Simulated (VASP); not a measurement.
Write the native input for VASP 6.6.1 that does the following.

| Property | Result |
| --- | --- |
| Task | single point |
| Functional | LDA |
| Potentials or basis | VASP PAW LDA potentials, release 64 (Cu) |
| Cutoff | 520 eV |
| k mesh | 22 × 22 × 22 |
| Occupations | gaussian, width 0.15 eV |
| Spin | no spin polarisation |
| Dipole correction | no |
| Further INCAR settings | ALGO = Normal; EDIFF = 1e-06; NBANDS = 18 |

The structure of Cu lies in POSCAR:

```
Cu
1.0
    1.2184636900     -3.9763780104      0.0000000000
    1.2184636900      3.9763780104      0.0000000000
    0.0000000000      0.0000000000      2.4754955235
Cu
2
Direct
    0.1338666500      0.8661333500      0.2500000000
    0.8661333500      0.1338666500      0.7500000000
```

These files were run (other wordings do the same):

INCAR

```
SYSTEM = Cu
PREC = Accurate
ENCUT = 520
EDIFF = 1E-6
ISMEAR = 0
SIGMA = 0.15
LREAL = .False.
LASPH = .True.
NELM = 100
ALGO = Normal
ISIF = 2
LWAVE = .False.
LCHARG = .False.
NBANDS = 18
```

KPOINTS

```
regular mesh
0
Gamma
  22 22 22
  0 0 0
```

Potentials or basis: VASP PAW LDA potentials, release 64 (Cu).

Command:

```sh
$ cat potpaw_LDA.64/Cu/POTCAR > POTCAR
$ mpirun -np 1 vasp_std > vasp.out
```

It gave:

* Pressure: -6.7 GPa
* Largest force: 0.042 eV/Å
* Band gap on the k mesh: zero (bands 11 and 12 overlap by 5.67 eV)

Caveat: the cell stands under tension.

It took 11 min on 1 thread of AMD EPYC 7R13 Processor (Zen 3), with other jobs on the host, peak memory 0.59 GiB.
